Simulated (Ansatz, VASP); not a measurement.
## One calculation of BaSi3, two programs

The input INCAR:

```
PREC = Accurate ; ENCUT = 520
EDIFF = 1E-6 ; ISMEAR = 0
SIGMA = 0.05 ; LREAL = False
LASPH = True ; NELM = 80
ALGO = Normal ; ISIF = 2
LWAVE = False ; LCHARG = False
GGA = PS ; NBANDS = 19
```

Contents of KPOINTS:

```
Automatic mesh
0
Gamma
  8 8 8
```

File POSCAR:

```
BaSi3
1.0
    4.3546414057      0.0000000000      0.0000000000
    0.0000000000      4.3546414057      0.0000000000
    0.0000000000      0.0000000000      4.3546414057
Ba Si
1 3
Direct
    0.0000000000      0.0000000000      0.0000000000
    0.0000000000      0.5000000000      0.5000000000
    0.5000000000      0.5000000000      0.0000000000
    0.5000000000      0.0000000000      0.5000000000
```

Input for Ansatz:

```yaml
crystal:
  lattice:
    - [4.3546414057, 0.0, 0.0]
    - [0.0, 4.3546414057, 0.0]
    - [0.0, 0.0, 4.3546414057]
  atoms:
    - { symbol: Ba, position: [0.0, 0.0, 0.0] }
    - { symbol: Si, position: [0.0, 0.5, 0.5] }
    - { symbol: Si, position: [0.5, 0.5, 0.0] }
    - { symbol: Si, position: [0.5, 0.0, 0.5] }
basis:
  ecutwfc: 420
  ecutrho_ratio: 4
kpoints:
  mp_grid: { grid: [8, 8, 8] }
hamiltonian:
  xc: pbesol
scf:
  occupations: { method: gaussian, width: 0.05 }
output:
  forces: true
  stress: true
  eigenvalues: true
```

Alike in both runs: task single point; functional PBEsol; k mesh 8 × 8 × 8; occupations gaussian, width 0.05 eV; no spin polarisation.

|  | VASP | Ansatz |
| --- | --- | --- |
| version | VASP 6.6.1 | Ansatz 0.2.0 |
| potentials or method | VASP PAW PBE potentials, release 64 (Ba_sv, Si), cutoff 520 eV | scalar-relativistic, plane waves, PAW |
| valence electrons in the cell | 22 | 22 |

```csv
,VASP,Ansatz,Ansatz less VASP
gap on the k mesh at the Fermi level (eV),none,none,-
pressure (GPa),3.9,2.6,-1.22
```

VASP's potentials were made for PBE, not for PBEsol. A gap of «none» marks a metal or a gap that the smearing closes. With one functional, cell and mesh, what is left measures potentials, basis and numerics.

Neither program's run includes spin-orbit coupling.
